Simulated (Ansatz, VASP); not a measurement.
One calculation of C, two programs

File INCAR:

```
PREC = Accurate ; ENCUT = 520
EDIFF = 1E-6 ; ISMEAR = 0
SIGMA = 0.01 ; LREAL = F
LASPH = T ; NELM = 100
ALGO = Normal ; ISIF = 2
LWAVE = F ; LCHARG = F
GGA = PE ; NBANDS = 11
```

KPOINTS

```
regular mesh
0
Gamma
  6 6 6
```

POSCAR

```
C
1.0
    0.0432300000      1.7757900000      1.8406100000
    1.7902000000      0.0218200000      1.8620200000
    1.8008200000      1.8078200000      0.0112000000
C
2
Direct
    0.9948645196      0.0087355836      0.9939662793
    0.2429700000      0.2311100000      0.2736800000
```

Input for Ansatz:

```yaml
crystal:
  lattice:
    - [0.04323, 1.77579, 1.84061]
    - [1.7902, 0.02182, 1.86202]
    - [1.80082, 1.80782, 0.0112]
  atoms:
    - { symbol: C, position: [0.9948645195627214, 0.008735583623877649, 0.9939662793148886] }
    - { symbol: C, position: [0.24297, 0.23111, 0.27368] }
basis:
  ecutwfc: 540.0
  xc_grid: 2
kpoints:
  mp_grid:
    grid: [6, 6, 6]
scf:
  convergence:
    dr2_threshold: 1.0e-09
  occupations:
    method: fixed
output:
  forces: true
  stress: true
```

Alike in both runs: task single point; functional PBE; k mesh 6 × 6 × 6; no spin polarisation.

```csv
,VASP,Ansatz
version,VASP 6.6.1,Ansatz 0.2.0
potentials or method,"VASP PAW PBE potentials, release 64 (C), cutoff 520 eV","plane waves, PAW"
occupations,"gaussian, width 0.01 eV",fixed
valence electrons in the cell,8,8
```

|  | VASP | Ansatz | Ansatz less VASP |
| --- | --- | --- | --- |
| pressure (GPa) | -7.2 | -7.8 | -0.58 |
| traceless stress, the component that is largest in VASP (GPa) | -23.96 | -23.97 | -0.014 |
| rms of the force components (eV/Å) | 1.488 | 1.482 | -0.0059 |

Atom by atom the forces differ by 0.007 eV/Å (rms over components). Ansatz's warnings: stress scf threshold loose.

The k mesh is coarse, so the values compare programs but aren't converged.
